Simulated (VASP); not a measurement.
A run of VASP 6.6.1:

The input INCAR:

```
ALGO = Normal
EDIFF = 1E-6
ENCUT = 520
ISIF = 2
ISMEAR = 0
LASPH = T
LCHARG = F
LREAL = F
LWAVE = F
NBANDS = 12
NELM = 80
PREC = Accurate
SIGMA = 0.1
```

KPOINTS

```
k-points
0
Gamma
  26 26 26
```

File POSCAR:

```
Ag
1.0
    0.0000000000      2.0007354655      2.0007354655
    2.0007354655      0.0000000000      2.0007354655
    2.0007354655      2.0007354655      0.0000000000
Ag
1
Direct
    0.0000000000      0.0000000000      0.0000000000
```

Potentials or basis: VASP PAW LDA potentials, release 64 (Ag).

Run with:

```bash
$ cat potpaw_LDA.64/Ag/POTCAR > POTCAR
$ mpirun -np 1 vasp_std > vasp.out
```

Hardware: 1 thread of Intel(R) Xeon(R) Platinum 8259CL CPU @ 2.50GHz (Skylake/Cascade Lake) (shared host).

Task: How long does it take, and how much memory?

Result: It took 52 s on 1 thread of Intel(R) Xeon(R) Platinum 8259CL CPU @ 2.50GHz (Skylake/Cascade Lake), with other jobs on the host, peak memory 0.21 GiB. Counts: scf iterations 11, k points 511.
